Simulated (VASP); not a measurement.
K, 1 atom in the cell. Symmetry: I4/mmm, No. 139, tetragonal system. Conventional cell: a = 5.498 Å, b = 5.498 Å, c = 5.367 Å, α = 90.00°, β = 90.00°, γ = 90.00°.  This cell differs from its parent crystal: strain +0.050 along x and y, +0.025 along z.

* Program: VASP 6.6.1
* Task: single point
* Functional: PBE
* Potentials or basis: VASP PAW PBE potentials, release 64 (K_sv)
* Cutoff: 520 eV
* k mesh: 14 × 14 × 14
* Occupations: gaussian, width 0.15 eV
* Spin: no spin polarisation
* Dipole correction: no
* Further INCAR settings: ALGO = Fast; EDIFF = 1e-06; NBANDS = 10

Potentials or basis: VASP PAW PBE potentials, release 64 (K_sv).

Launch:

```bash
$ cat potpaw_PBE.64/K_sv/POTCAR > POTCAR
$ mpirun -np 1 vasp_std > vasp.out
```

Hardware: 1 thread of Oxide Virtual Turin-like Processor (shared host).

Task: Estimate the wall time of this run.

Result: Wall time 5.3 min on 1 thread of Oxide Virtual Turin-like Processor (shared host), peak memory 0.3 GiB. Counts: scf iterations 12, k points 244.
